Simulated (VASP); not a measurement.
Set up this calculation in VASP 6.6.1, as the native input.

| Property | Result |
| --- | --- |
| Task | single point |
| Functional | LDA |
| Potentials or basis | VASP PAW LDA potentials, release 64 (Ti_sv) |
| Cutoff | 520 eV |
| k mesh | 8 × 8 × 5 |
| Occupations | methfessel-paxton, width 0.05 eV |
| Spin | no spin polarisation |
| Dipole correction | no |
| Further INCAR settings | ALGO = Normal; EDIFF = 1e-06; NBANDS = 19 |

The structure of Ti lies in POSCAR:

```
Ti
1.0
    2.8625159821      0.0000000000      0.0000000000
   -1.4312579911      2.4790115592      0.0000000000
    0.0000000000      0.0000000000      4.5447147774
Ti
2
Direct
    0.3333333333      0.6666666667      0.2500000000
    0.6666666667      0.3333333333      0.7500000000
```

These files were run (other wordings do the same):

INCAR

```
  PREC = Accurate
  ENCUT = 520
  EDIFF = 1E-6
  ISMEAR = 1
  SIGMA = 0.05
  LREAL = F
  LASPH = T
  NELM = 60
  ALGO = Normal
  ISIF = 2
  LWAVE = F
  LCHARG = F
  GGA = CA
  NBANDS = 19
```

KPOINTS

```
Automatic mesh
0
Gamma
  8 8 5
```

Potentials or basis: VASP PAW LDA potentials, release 64 (Ti_sv).

Launch:

```bash
$ cat potpaw_LDA.64/Ti_sv/POTCAR > POTCAR
$ mpirun -np 1 vasp_std > vasp.out
```

It gave:

```
Pressure               : -0.1 GPa
Band gap on the k mesh : zero (bands 12 and 13 overlap by 0.97 eV)
```

It took 13 s on 1 thread of Intel(R) Xeon(R) Platinum 8259CL CPU @ 2.50GHz (Skylake/Cascade Lake) (shared host), peak memory 0.14 GiB.
